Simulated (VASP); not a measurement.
# P (Fm-3m) in VASP: notebook

P is run at these levels: RPBE; tasks: single point.

Everything below comes from runs of VASP 6.6.1. Logs are shortened: lines on timing, memory, paths and dates and some standing lists are left out, and cuts for length are marked.

## Step 1: The cell of the first run

It takes space group Fm-3m (No. 225, cubic). Conventional cell: a = 3.996 Å, b = 3.996 Å, c = 3.996 Å, α = 90.00°, β = 90.00°, γ = 90.00°. P (site symmetry m-3m) has 12 P at 2.83 Å within 3.7 Å.

## Step 2: Single point, RPBE (volume scaled by 1.08)

INCAR reads:

```
SYSTEM = P
ALGO     = Normal         ! electronic algorithm
EDIFF    = 1E-6           ! SCF threshold, eV
ENCUT    = 520            ! plane-wave cutoff, eV
GGA      = RP             ! functional
ISIF     = 2              ! what is computed and relaxed
ISMEAR   = -1             ! smearing method
LASPH    = .TRUE.         ! aspherical terms in the spheres
LCHARG   = .TRUE.         ! write CHGCAR
LELF     = .TRUE.         ! ELF
LREAL    = .FALSE.        ! projectors in reciprocal space
LVHAR    = .TRUE.       
LWAVE    = .FALSE.        ! write WAVECAR
NBANDS   = 8              ! bands
NELM     = 60             ! most SCF steps
PREC     = Accurate       ! precision mode
SIGMA    = 0.1            ! smearing width, eV
```

KPOINTS reads:

```
k-points
0
G
  16 16 16
  0 0 0
```

POSCAR reads:

```
P
1.0
    0.0000000000      1.9978704347      1.9978704347
    1.9978704347      0.0000000000      1.9978704347
    1.9978704347      1.9978704347      0.0000000000
P
1
Direct
    0.0000000000      0.0000000000      0.0000000000
```

Potentials or basis: VASP PAW PBE potentials, release 64 (P).

On the command line:

```bash
> cat potpaw_PBE.64/P/POTCAR > POTCAR
> mpirun -np 1 vasp_std > vasp.out
```

OUTCAR:

```text
SYSTEM = P
   EDIFF = 1E-6
   ENCUT = 520
   GGA = RP
   ISIF = 2
   ISMEAR = -1
   LASPH = .TRUE.
   LREAL = .FALSE.
   NELM = 60
   PREC = Accurate

 ion  position               nearest neighbor table
   1  0.000  0.000  0.000-

  LATTYP: Found a face centered cubic cell.
 ALAT       =     3.9957408694

  Lattice vectors:

 A1 = (   0.0000000000,   1.9978704347,   1.9978704347)
 A2 = (   1.9978704347,   0.0000000000,   1.9978704347)
 A3 = (   1.9978704347,   1.9978704347,   0.0000000000)

Analysis of symmetry for initial positions (statically):
=====================================================================
 Subroutine PRICEL returns:
 Original cell was already a primitive cell.

 Routine SETGRP: Setting up the symmetry group for a
 face centered cubic supercell.

 Subroutine GETGRP returns: Found 48 space group operations
 (whereof 48 operations were pure point group operations)
 out of a pool of 48 trial point group operations.

The static configuration has the point symmetry O_h .

Analysis of symmetry for dynamics (positions and initial velocities):
=====================================================================
 Subroutine PRICEL returns:
 Original cell was already a primitive cell.

 Routine SETGRP: Setting up the symmetry group for a
 face centered cubic supercell.

 Subroutine GETGRP returns: Found 48 space group operations
 (whereof 48 operations were pure point group operations)
 out of a pool of 48 trial point group operations.

The dynamic configuration has the point symmetry O_h .

 Subroutine INISYM returns: Found 48 space group operations
 (whereof 48 operations are pure point group operations),
 and found     1 'primitive' translations

----------------------------------------------------------------------------------------

                                     Primitive cell

  volume of cell :      15.9489

  direct lattice vectors                    reciprocal lattice vectors
     0.000000000  1.997870435  1.997870435    -0.250266479  0.250266479  0.250266479
     1.997870435  0.000000000  1.997870435     0.250266479 -0.250266479  0.250266479
     1.997870435  1.997870435  0.000000000     0.250266479  0.250266479 -0.250266479

  length of vectors
     2.825415465  2.825415465  2.825415465     0.433474258  0.433474258  0.433474258

  position of ions in fractional coordinates (direct lattice)
     0.000000000  0.000000000  0.000000000

  ion indices of the primitive-cell ions
   primitive index   ion index
                 1           1

----------------------------------------------------------------------------------------

 KPOINTS: k-points

Automatic generation of k-mesh.
 Grid dimensions read from file:
 generate k-points for:   16   16   16

 Generating k-lattice:

  Cartesian coordinates                     Fractional coordinates (reciprocal lattice)
    -0.015641655  0.015641655  0.015641655     0.062500000  0.000000000  0.000000000
     0.015641655 -0.015641655  0.015641655     0.000000000  0.062500000  0.000000000
     0.015641655  0.015641655 -0.015641655     0.000000000  0.000000000  0.062500000

  Length of vectors
     0.027092141  0.027092141  0.027092141

  Shift w.r.t. Gamma in fractional coordinates (k-lattice)
     0.000000000  0.000000000  0.000000000

 Subroutine IBZKPT returns following result:
 ===========================================

 Found    145 irreducible k-points:

 Following reciprocal coordinates:
            Coordinates               Weight
  0.000000  0.000000  0.000000      1.000000
  0.062500  0.000000  0.000000      8.000000
  0.125000  0.000000  0.000000      8.000000
  0.187500  0.000000  0.000000      8.000000
  0.250000  0.000000  0.000000      8.000000
  0.312500  0.000000  0.000000      8.000000
[... 16 lines left out ...]
 -0.125000  0.062500  0.000000     24.000000
 -0.062500  0.062500  0.000000     12.000000
 [... further k-points ...]
   k-points           NKPTS =    145   k-points in BZ     NKDIM =    145   number of bands    NBANDS=      8
   number of dos      NEDOS =    301   number of ions     NIONS =      1
   total plane-waves  NPLWV =  13824
   dimension x,y,z NGX =    24 NGY =   24 NGZ =   24
   dimension x,y,z NGXF=    48 NGYF=   48 NGZF=   48
   ions per type =               1
   NGX,Y,Z   is equivalent  to a cutoff of  14.12, 14.12, 14.12 a.u.
   NGXF,Y,Z  is equivalent  to a cutoff of  28.24, 28.24, 28.24 a.u.
 SYSTEM =  P
   PREC   = accura    normal or accurate (medium, high low for compatibility)
   ISTART =      0    job   : 0-new  1-cont  2-samecut
   ICHARG =      2    charge: 1-file 2-atom 10-const
   ISPIN  =      1    spin polarized calculation?
   LNONCOLLINEAR =      F non collinear calculations
   LSORBIT =      F    spin-orbit coupling
   LASPH  =      T    aspherical Exc in radial PAW
   ENCUT  =  520.0 eV  38.22 Ry    6.18 a.u.   5.25  5.25  5.25*2*pi/ulx,y,z
   NELM   =     60;   NELMIN=  2; NELMDL= -5     # of ELM steps
   EDIFF  = 0.1E-05   stopping-criterion for ELM
   LREAL  =      F    real-space projection
   EDIFFG = 0.1E-04   stopping-criterion for IOM
   NSW    =      0    number of steps for IOM
   IBRION =     -1    ionic relax: 0-MD 1-quasi-New 2-CG
   NFREE  =      0    steps in history (QN), initial steepest desc. (CG)
   ISIF   =      2    stress and relaxation
   ISYM   =      2    0-nonsym 1-usesym 2-fastsym
   POTIM  = 0.5000    time-step for ionic-motion
   TEBEG  =    0.0;   TEEND  =   0.0 temperature during run
   PSTRESS=    0.0 pullay stress
   NELECT =       5.0000    total number of electrons
   NUPDOWN=      -1.0000    fix difference up-down
   EMIN   =  10.00;   EMAX   =-10.00  energy-range for DOS
   EFERMI =   0.00;   METHOD = LEGACY
   ISMEAR =    -1;   SIGMA  =   0.10  broadening in eV -4-tet -1-fermi 0-gaus
   EFERMI_NEDOS =   21; number of points for ismear=-14 and -15
   IALGO  =     38    algorithm
   IMIX   =      4    mixing-type and parameters
     AMIX     =   0.40;   BMIX     =  1.00
     AMIX_MAG =   1.60;   BMIX_MAG =  1.00
  volume/ion in A,a.u.               =      15.95       107.63
  Fermi-wavevector in a.u.,A,eV,Ry     =   1.112126  2.101614 16.828030  1.236825
  Thomas-Fermi vector in A             =   2.248697
   LORBIT       =      0    0 simple, 1 ext, 2 COOP (PROOUT), +10 PAW based schemes
   GGA     = RP    functional components
   LHFCALC =     F    Hartree Fock is set to
   AEXX    =    0.0000 exact exchange contribution
   IVDW    =     0    specifies the selected vdW correction
   LEPSILON=     F    determine dielectric tensor
   LRPA    =     F    only Hartree local field effects (RPA)
 non-spin polarized calculation
  energy-cutoff  :      520.00
  volume of cell :       15.95
 maximum number of plane-waves:       445
 NGX is ok and might be reduce to    24
   NGX = 11   NGY = 11   NGZ = 11

 number of electron       5.0000000 magnetization

 Free energy of the ion-electron system (eV)
  ---------------------------------------------------
  ext. energy  EPLUGINS =         0.00000000
  ---------------------------------------------------
  free energy    TOTEN  =        -4.11168318 eV

  energy without entropy =       -4.09214068  energy(sigma->0) =       -4.10191193

 E-fermi :   8.5583     XC(G=0): -11.0616

 val. band max:        8.5484680339   @ k =   0.5000   0.2500   0.0625
 cond. band min:       8.5995418132   @ k =  -0.4375   0.5000   0.0625
 fundamental gap:      0.0510737793
 Fermi energy:         8.5582719776

 k-point     1 :       0.0000    0.0000    0.0000
  band No.  band energies     occupation
      1      -6.8395      2.00000
      2      14.5960      0.00000
      3      14.5960      0.00000
      4      14.5960      0.00000
      5      19.7529      0.00000
      6      19.7529      0.00000
      7      19.7529      0.00000
      8      25.5038      0.00000

 k-point     2 :       0.0625    0.0000    0.0000
  band No.  band energies     occupation
      1      -6.7381      2.00000
      2      13.8191      0.00000
      3      14.4663      0.00000
      4      14.4663      0.00000
      5      19.7556      0.00000
      6      19.9838      0.00000
      7      19.9838      0.00000
      8      25.1422      0.00000

 k-point     3 :       0.1250    0.0000    0.0000
  band No.  band energies     occupation
      1      -6.4344      2.00000
      2      12.0317      0.00000
      3      14.1520      0.00000
      4      14.1520      0.00000
      5      19.6203      0.00000
      6      20.5163      0.00000
      7      20.5163      0.00000
      8      24.4464      0.00000

 k-point     4 :       0.1875    0.0000    0.0000
  band No.  band energies     occupation
      1      -5.9310      2.00000
      2       9.8975      0.00000
      3      13.7823      0.00000
      4      13.7823      0.00000
      5      19.3560      0.00000
      6      20.8551      0.00000
      7      20.8551      0.00000
      8      24.1869      0.00000

 k-point     5 :       0.2500    0.0000    0.0000
  band No.  band energies     occupation
      1      -5.2337      2.00000
      2       7.7182      1.99955
      3      13.4434      0.00000
      4      13.4434      0.00000
      5      19.0779      0.00000
      6      20.5477      0.00000
      7      20.5477      0.00000
      8      24.9172      0.00000

 k-point     6 :       0.3125    0.0000    0.0000
  band No.  band energies     occupation
      1      -4.3540      2.00000
      2       5.6255      2.00000
      3      13.1744      0.00000
      4      13.1744      0.00000
      5      18.8512      0.00000
      6      19.9400      0.00000
      7      19.9400      0.00000
      8      25.6520      0.00000

 k-point     7 :       0.3750    0.0000    0.0000
  band No.  band energies     occupation
      1      -3.3214      2.00000
      2       3.7025      2.00000
      3      12.9868      0.00000
      4      12.9868      0.00000
      5      18.6964      0.00000
      6      19.3876      0.00000
      7      19.3876      0.00000
      8      24.9664      0.00000
[... 133 lines left out ...]
 k-point    20 :      -0.3125    0.0625    0.0000
  band No.  band energies     occupation
      1      -3.9366      2.00000
      2       5.0396      2.00000
      3      12.0074      0.00000
      4      13.3834      0.00000
      5      19.2579      0.00000
      6      19.6416      0.00000
      7      19.7739      0.00000
      8      25.7739      0.00000

 k-point    21 :      -0.2500    0.0625    0.0000
  band No.  band energies     occupation
      1      -4.8712      2.00000
      2       7.0780      2.00000
      3      12.1857      0.00000
      4      13.7521      0.00000
      5      19.4286      0.00000
      6      20.1513      0.00000
      7      20.4931      0.00000
      8      24.2283      0.00000

 k-point    22 :      -0.1875    0.0625    0.0000
  band No.  band energies     occupation
      1      -5.6304      2.00000
      2       9.2255      0.00253
      3      12.4944      0.00000
      4      14.1244      0.00000
      5      19.5927      0.00000
      6      20.5806      0.00000
      7      21.1113      0.00000
      8      23.2231      0.00000

 k-point    23 :      -0.1250    0.0625    0.0000
  band No.  band energies     occupation
      1      -6.1988      2.00000
      2      11.3605      0.00000
      3      12.9293      0.00000
      4      14.4386      0.00000
      5      19.6832      0.00000
      6      20.4164      0.00000
      7      21.1783      0.00000
      8      23.3239      0.00000

 k-point    24 :      -0.0625    0.0625    0.0000
  band No.  band energies     occupation
      1      -6.5692      2.00000
      2      13.1204      0.00000
      3      13.5702      0.00000
      4      14.5866      0.00000
      5      19.6539      0.00000
      6      20.0189      0.00000
      7      20.7068      0.00000
      8      24.1993      0.00000

 [... further k-points ...]
[... 5 lines left out ...]
  --------------------------------------------------------------------------------------
  -------------------------------------------------------------------------------------
  Total       -0.6136685     -0.6136685     -0.6136685      0.0000000      0.0000000      0.0000000
  in kB      -61.6470712    -61.6470712    -61.6470712      0.0000000      0.0000000      0.0000000
  external PRESSURE =     -61.6470712 kB  Pullay stress =       0.0000000 kB

 VOLUME and BASIS-vectors are now :
 -----------------------------------------------------------------------------
  energy-cutoff  :      520.00
  volume of cell :       15.95
      direct lattice vectors                 reciprocal lattice vectors
     0.000000000  1.997870435  1.997870435    -0.250266479  0.250266479  0.250266479
     1.997870435  0.000000000  1.997870435     0.250266479 -0.250266479  0.250266479
     1.997870435  1.997870435  0.000000000     0.250266479  0.250266479 -0.250266479

 POSITION                                       TOTAL-FORCE (eV/Angst)
 -----------------------------------------------------------------------------------
      0.00000      0.00000      0.00000         0.000000     -0.000000      0.000000
 -----------------------------------------------------------------------------------
    total drift:                                0.000000     -0.000000      0.000000

  FREE ENERGIE OF THE ION-ELECTRON SYSTEM (eV)
  ---------------------------------------------------
  free  energy   TOTEN  =        -4.1116831809 eV

  energy  without entropy=       -4.0921406850  energy(sigma->0) =       -4.10191193
```

It took 4.9 s on 1 thread of Intel Xeon 6975P-C (Granite Rapids), shared host; peak memory 0.14 GiB.

What came out:

```
Free energy : -4.1117 eV
Pressure    : -6.2 GPa
```

Levels at points of the mesh, in eV from the Fermi level:
```tsv
k point	band 1	band 2	band 3	band 4	band 5	band 6
(0.00, 0.00, 0.00)	-15.40	6.04	6.04	6.04	11.19	11.19
(0.50, 0.00, 0.00)	-10.17	-7.29	4.29	4.29	10.03	10.34
(0.50, 0.50, 0.00)	-7.86	-6.08	0.63	0.63	4.65	4.96
```

Caveat: the PAW data sets were made with another functional, which shifts forces and pressure a little.

## Step 3: Single point, RPBE (volume scaled by 1.12)

INCAR reads:

```
PREC     = Accurate       # precision mode
ENCUT    = 520            # plane-wave cutoff, eV
EDIFF    = 1E-6           # SCF threshold, eV
ISMEAR   = -1             # smearing method
SIGMA    = 0.1            # smearing width, eV
LREAL    = False          # projectors in reciprocal space
LASPH    = True           # aspherical terms in the spheres
NELM     = 60             # most SCF steps
ALGO     = Normal         # electronic algorithm
ISIF     = 2              # what is computed and relaxed
LWAVE    = False          # write WAVECAR
LCHARG   = True           # write CHGCAR
GGA      = RP             # functional
LELF     = True           # ELF
LVHAR    = True         
NBANDS   = 8              # bands
```

KPOINTS reads:

```
regular mesh
0
Gamma
  16 16 16
```

POSCAR reads:

```
P
1.0
    0.0000000000      2.0222371098      2.0222371098
    2.0222371098      0.0000000000      2.0222371098
    2.0222371098      2.0222371098      0.0000000000
P
1
Direct
    0.0000000000      0.0000000000      0.0000000000
```

Potentials or basis: VASP PAW PBE potentials, release 64 (P).

On the command line:

```bash
> cat potpaw_PBE.64/P/POTCAR > POTCAR
> mpirun -np 1 vasp_std > vasp.out
```

OUTCAR:

```text
PREC = Accurate
   ENCUT = 520
   EDIFF = 1E-6
   ISMEAR = -1
   LREAL = False
   LASPH = True
   NELM = 60
   ISIF = 2
   GGA = RP

 ion  position               nearest neighbor table
   1  0.000  0.000  0.000-

  LATTYP: Found a face centered cubic cell.
 ALAT       =     4.0444742196

  Lattice vectors:

 A1 = (   0.0000000000,   2.0222371098,   2.0222371098)
 A2 = (   2.0222371098,   0.0000000000,   2.0222371098)
 A3 = (   2.0222371098,   2.0222371098,   0.0000000000)

Analysis of symmetry for initial positions (statically):
=====================================================================
 Subroutine PRICEL returns:
 Original cell was already a primitive cell.

 Routine SETGRP: Setting up the symmetry group for a
 face centered cubic supercell.

 Subroutine GETGRP returns: Found 48 space group operations
 (whereof 48 operations were pure point group operations)
 out of a pool of 48 trial point group operations.

The static configuration has the point symmetry O_h .

Analysis of symmetry for dynamics (positions and initial velocities):
[... 152 lines left out ...]
  ---------------------------------------------------
  free energy    TOTEN  =        -4.08501648 eV

  energy without entropy =       -4.06454652  energy(sigma->0) =       -4.07478150

 E-fermi :   8.0785     XC(G=0): -10.9012

 val. band max:        8.0653661221   @ k =   0.5000   0.4375   0.0625
 cond. band min:       8.1275499335   @ k =   0.3125   0.2500   0.0000
 fundamental gap:      0.0621838114
 Fermi energy:         8.0784726884

 k-point     1 :       0.0000    0.0000    0.0000
  band No.  band energies     occupation
      1      -6.9740      2.00000
      2      13.8183      0.00000
      3      13.8183      0.00000
      4      13.8183      0.00000
      5      19.2043      0.00000
      6      19.2043      0.00000
      7      19.2043      0.00000
      8      24.7057      0.00000
[... 243 lines left out ...]
 k-point    24 :      -0.0625    0.0625    0.0000
  band No.  band energies     occupation
      1      -6.7117      2.00000
      2      12.4155      0.00000
      3      12.8834      0.00000
      4      13.8068      0.00000
      5      19.0534      0.00000
      6      19.4633      0.00000
      7      20.0855      0.00000
      8      23.5251      0.00000

 [... further k-points ...]
[... 5 lines left out ...]
  --------------------------------------------------------------------------------------
  -------------------------------------------------------------------------------------
  Total       -0.8578133     -0.8578133     -0.8578133     -0.0000000     -0.0000000     -0.0000000
  in kB      -83.0954264    -83.0954264    -83.0954264     -0.0000000     -0.0000000     -0.0000000
  external PRESSURE =     -83.0954264 kB  Pullay stress =       0.0000000 kB

 VOLUME and BASIS-vectors are now :
 -----------------------------------------------------------------------------
  energy-cutoff  :      520.00
  volume of cell :       16.54
      direct lattice vectors                 reciprocal lattice vectors
     0.000000000  2.022237110  2.022237110    -0.247250927  0.247250927  0.247250927
     2.022237110  0.000000000  2.022237110     0.247250927 -0.247250927  0.247250927
     2.022237110  2.022237110  0.000000000     0.247250927  0.247250927 -0.247250927

 POSITION                                       TOTAL-FORCE (eV/Angst)
 -----------------------------------------------------------------------------------
      0.00000      0.00000      0.00000        -0.000000      0.000000      0.000000
 -----------------------------------------------------------------------------------
    total drift:                                0.000000     -0.000000     -0.000000

  FREE ENERGIE OF THE ION-ELECTRON SYSTEM (eV)
  ---------------------------------------------------
  free  energy   TOTEN  =        -4.0850164806 eV

  energy  without entropy=       -4.0645465170  energy(sigma->0) =       -4.07478150
```

Wall time 4.9 s (1 thread of Intel Xeon 6975P-C (Granite Rapids), shared host); peak memory 0.13 GiB.

What came out:

```
Free energy : -4.0850 eV
Pressure    : -8.3 GPa
```

Caveat: the PAW data sets were made with another functional, which shifts forces and pressure a little.

[end of part 1 of 2]
